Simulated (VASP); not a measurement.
# K (Cmmm) in VASP: single point with PBEsol

Aim: the single point of K with PBEsol.

Everything below comes from runs of VASP 6.6.1. Logs are shortened: lines on timing, memory, paths and dates and some standing lists are left out, and cuts for length are marked.

**1. The cell of the first run**

Symmetry: Cmmm, No. 65, orthorhombic system. Conventional cell: a = 7.402 Å, b = 11.048 Å, c = 8.367 Å, α = 90.00°, β = 90.00°, γ = 90.00°. Within 4.9 Å of K (site symmetry 2) lie 6 K at 3.70 to 4.18 Å. Within 5.2 Å of K (site symmetry mmm) lie 8 K at 3.93 Å.

**2. Single point, PBEsol**

INCAR

```
PREC = Accurate
ENCUT = 500
EDIFF = 1E-6
ISMEAR = 0
SIGMA = 0.1
LREAL = F
LASPH = T
NELM = 120
ALGO = Normal
ISIF = 2
LWAVE = F
LCHARG = T
GGA = PS
LELF = T
LVHAR = T
NBANDS = 30
GGA_COMPAT = F
```

KPOINTS

```
Automatic mesh
0
Gamma
  6 6 4
```

POSCAR

```
K
1.0
    3.7010000000     -5.5240000000      0.0000000000
    3.7010000000      5.5240000000      0.0000000000
    0.0000000000      0.0000000000      8.3670000000
K
5
Direct
    0.5000000000      0.0000000000      0.2500000000
    0.0000000000      0.5000000000      0.7500000000
    0.0000000000      0.5000000000      0.2500000000
    0.5000000000      0.0000000000      0.7500000000
    0.0000000000      0.0000000000      0.0000000000
```

Potentials or basis: VASP PAW PBE potentials, release 64 (K_sv).

The run is started by

```bash
$ cat potpaw_PBE.64/K_sv/POTCAR > POTCAR
$ mpirun -np 1 vasp_std > vasp.out
```

OUTCAR:

```text
PREC = Accurate
   ENCUT = 500
   EDIFF = 1E-6
   ISMEAR = 0
   LREAL = F
   LASPH = T
   NELM = 120
   ISIF = 2
   GGA = PS

 ion  position               nearest neighbor table
   1  0.500  0.000  0.250-   3 3.70   3 3.70
   2  0.000  0.500  0.750-   4 3.70   4 3.70
   3  0.000  0.500  0.250-   1 3.70   1 3.70
   4  0.500  0.000  0.750-   2 3.70   2 3.70
   5  0.000  0.000  0.000-

  LATTYP: Found a base centered orthorhombic cell.
 ALAT       =     7.4020000000
 B/A-ratio  =     1.4925695758
 C/A-ratio  =     1.1303701702

  Lattice vectors:

 A1 = (   3.7010000000,  -5.5240000000,   0.0000000000)
 A2 = (   3.7010000000,   5.5240000000,   0.0000000000)
 A3 = (   0.0000000000,   0.0000000000,   8.3670000000)

Analysis of symmetry for initial positions (statically):
=====================================================================
 Subroutine PRICEL returns:
 Original cell was already a primitive cell.

 Routine SETGRP: Setting up the symmetry group for a
 base centered orthorhombic supercell.

 Subroutine GETGRP returns: Found  8 space group operations
 (whereof  8 operations were pure point group operations)
 out of a pool of  8 trial point group operations.

The static configuration has the point symmetry D_2h.

Analysis of symmetry for dynamics (positions and initial velocities):
=====================================================================
 Subroutine PRICEL returns:
 Original cell was already a primitive cell.

 Routine SETGRP: Setting up the symmetry group for a
 base centered orthorhombic supercell.

 Subroutine GETGRP returns: Found  8 space group operations
 (whereof  8 operations were pure point group operations)
 out of a pool of  8 trial point group operations.

The dynamic configuration has the point symmetry D_2h.

 Subroutine INISYM returns: Found  8 space group operations
 (whereof  8 operations are pure point group operations),
 and found     1 'primitive' translations

----------------------------------------------------------------------------------------

                                     Primitive cell

  volume of cell :     342.1153

  direct lattice vectors                    reciprocal lattice vectors
     3.701000000 -5.524000000  0.000000000     0.135098622 -0.090514120  0.000000000
     3.701000000  5.524000000  0.000000000     0.135098622  0.090514120  0.000000000
[... 91 lines left out ...]
   EDIFF  = 0.1E-05   stopping-criterion for ELM
   LREAL  =      F    real-space projection
   EDIFFG = 0.1E-04   stopping-criterion for IOM
   NSW    =      0    number of steps for IOM
   IBRION =     -1    ionic relax: 0-MD 1-quasi-New 2-CG
   NFREE  =      0    steps in history (QN), initial steepest desc. (CG)
   ISIF   =      2    stress and relaxation
   ISYM   =      2    0-nonsym 1-usesym 2-fastsym
   POTIM  = 0.5000    time-step for ionic-motion
   TEBEG  =    0.0;   TEEND  =   0.0 temperature during run
   PSTRESS=    0.0 pullay stress
   NELECT =      45.0000    total number of electrons
   NUPDOWN=      -1.0000    fix difference up-down
   EMIN   =  10.00;   EMAX   =-10.00  energy-range for DOS
   EFERMI =   0.00;   METHOD = LEGACY
   ISMEAR =     0;   SIGMA  =   0.10  broadening in eV -4-tet -1-fermi 0-gaus
   EFERMI_NEDOS =   21; number of points for ismear=-14 and -15
   IALGO  =     38    algorithm
   IMIX   =      4    mixing-type and parameters
     AMIX     =   0.40;   BMIX     =  1.00
     AMIX_MAG =   1.60;   BMIX_MAG =  1.00
  volume/ion in A,a.u.               =      68.42       461.74
  Fermi-wavevector in a.u.,A,eV,Ry     =   0.832571  1.573332  9.431221  0.693175
  Thomas-Fermi vector in A             =   1.945650
   LORBIT       =      0    0 simple, 1 ext, 2 COOP (PROOUT), +10 PAW based schemes
   GGA     = PS    functional components
   LHFCALC =     F    Hartree Fock is set to
   AEXX    =    0.0000 exact exchange contribution
   IVDW    =     0    specifies the selected vdW correction
   LEPSILON=     F    determine dielectric tensor
   LRPA    =     F    only Hartree local field effects (RPA)
 non-spin polarized calculation
 Gauss-broadening in eV      SIGMA  =   0.10
  energy-cutoff  :      500.00
  volume of cell :      342.12
 maximum number of plane-waves:      8752
   NGX = 25   NGY = 25   NGZ = 31

 number of electron      45.0000009 magnetization

 Free energy of the ion-electron system (eV)
  ---------------------------------------------------
  ext. energy  EPLUGINS =         0.00000000
  ---------------------------------------------------
  free energy    TOTEN  =        -4.33596818 eV

  energy without entropy =       -4.31576942  energy(sigma->0) =       -4.32586880

 E-fermi :   0.0600     XC(G=0):  -5.8156

 val. band max:        0.0423112191   @ k =  -0.3333   0.3333   0.0000
 cond. band min:       0.0624328320   @ k =  -0.3333   0.1667   0.0000
 fundamental gap:      0.0201216129
 Fermi energy:         0.0599812489

 k-point     1 :       0.0000    0.0000    0.0000
  band No.  band energies     occupation
      1     -32.2088      2.00000
      2     -32.1997      2.00000
      3     -32.1782      2.00000
      4     -32.1722      2.00000
      5     -32.1362      2.00000
      6     -15.9835      2.00000
[... 781 lines left out ...]
     29       1.8956      0.00000
     30       2.2181      0.00000

 [... further k-points ...]

------------------------ aborting loop because EDIFF is reached ----------------------------------------

  FORCE on cell =-STRESS in cart. coord.  units (eV):
  Direction    XX          YY          ZZ          XY          YZ          ZX
  --------------------------------------------------------------------------------------
  -------------------------------------------------------------------------------------
  Total        4.4345315      1.1593297      2.0261829      0.0000000      0.0000000      0.0000000
  in kB       20.7675761      5.4293146      9.4889184      0.0000000      0.0000000      0.0000000
  external PRESSURE =      11.8952697 kB  Pullay stress =       0.0000000 kB

 VOLUME and BASIS-vectors are now :
 -----------------------------------------------------------------------------
  energy-cutoff  :      500.00
  volume of cell :      342.12
      direct lattice vectors                 reciprocal lattice vectors
     3.701000000 -5.524000000  0.000000000     0.135098622 -0.090514120  0.000000000
     3.701000000  5.524000000  0.000000000     0.135098622  0.090514120  0.000000000
     0.000000000  0.000000000  8.367000000     0.000000000  0.000000000  0.119517151

 POSITION                                       TOTAL-FORCE (eV/Angst)
 -----------------------------------------------------------------------------------
      1.85050     -2.76200      2.09175        -0.000000      0.000000      0.218519
      1.85050      2.76200      6.27525        -0.000000     -0.000000     -0.218519
      1.85050      2.76200      2.09175        -0.000000      0.000000      0.218519
      1.85050     -2.76200      6.27525         0.000000     -0.000000     -0.218519
      0.00000      0.00000      0.00000         0.000000      0.000000      0.000000
 -----------------------------------------------------------------------------------
    total drift:                                0.000000      0.000000     -0.000000

  FREE ENERGIE OF THE ION-ELECTRON SYSTEM (eV)
  ---------------------------------------------------
  free  energy   TOTEN  =        -4.3359681832 eV

  energy  without entropy=       -4.3157694232  energy(sigma->0) =       -4.32586880
```

OSZICAR:

```text
N       E                     dE             d eps       ncg     rms          rms(c)
DAV:   1     0.340492766051E+03    0.34049E+03   -0.18355E+04  2364   0.117E+03
DAV:   2     0.225210657090E+02   -0.31797E+03   -0.31280E+03  2700   0.340E+02
DAV:   3    -0.234684123589E+01   -0.24868E+02   -0.24572E+02  3448   0.751E+01
DAV:   4    -0.431594037960E+01   -0.19691E+01   -0.19539E+01  3592   0.181E+01
DAV:   5    -0.440216629722E+01   -0.86226E-01   -0.86203E-01  3616   0.304E+00    0.592E+00
DAV:   6    -0.434880739851E+01    0.53359E-01   -0.85913E-02  2966   0.155E+00    0.375E+00
DAV:   7    -0.433662729423E+01    0.12180E-01   -0.95346E-02  2996   0.150E+00    0.470E-01
DAV:   8    -0.433598527887E+01    0.64202E-03   -0.20845E-02  3438   0.829E-01    0.162E-01
DAV:   9    -0.433597394683E+01    0.11332E-04   -0.60671E-04  3174   0.138E-01    0.931E-02
DAV:  10    -0.433596754476E+01    0.64021E-05   -0.17240E-04  3462   0.873E-02    0.158E-02
DAV:  11    -0.433596798923E+01   -0.44447E-06   -0.20408E-05  3388   0.308E-02    0.884E-03
DAV:  12    -0.433596818322E+01   -0.19399E-06   -0.38384E-06  2696   0.120E-02
   1 F= -.43359682E+01 E0= -.43258688E+01  d E =-.201988E-01
```

Run time: 9.7 min. Hardware: 1 thread of Intel Xeon 8259CL, shared host; peak memory 0.5 GiB.

Results:

```
Free energy            : -4.3360 eV
Pressure               : 1.2 GPa
Largest force          : 0.219 eV/Å
Band gap on the k mesh : zero (an odd number of electrons rules out a gap without spin polarisation)
```

Forces in eV/Å, atoms in the order of the input:
```
K    0.000  0.000  0.219
K    0.000  0.000 -0.219
K    0.000  0.000  0.219
K    0.000  0.000 -0.219
K    0.000  0.000  0.000
```

Stress tensor (GPa, compression positive):
```
2.08 0.00 0.00
0.00 0.54 0.00
0.00 0.00 0.95
```

Levels at points of the mesh, in eV from the Fermi level:
```csv
k point,band 20,band 21,band 22,band 23,band 24,band 25
"(0.00, 0.00, 0.00)",-15.67,-2.33,-0.09,0.04,0.99,1.24
"(0.50, 0.00, 0.00)",-15.69,-1.35,-1.07,0.57,0.76,0.94
"(0.50, 0.50, 0.00)",-15.68,-1.25,-0.69,0.47,0.53,0.78
"(0.00, 0.00, 0.50)",-15.67,-1.89,-1.48,1.28,1.36,1.51
"(0.50, 0.00, 0.50)",-15.69,-0.97,-0.63,-0.50,-0.41,1.21
"(0.50, 0.50, 0.50)",-15.68,-0.72,-0.53,-0.42,0.02,0.53
```

Caveat: the PAW data sets were made with another functional, which shifts forces and pressure a little.

The gap in the log of VASP goes by the Fermi energy; the results here count the filled bands.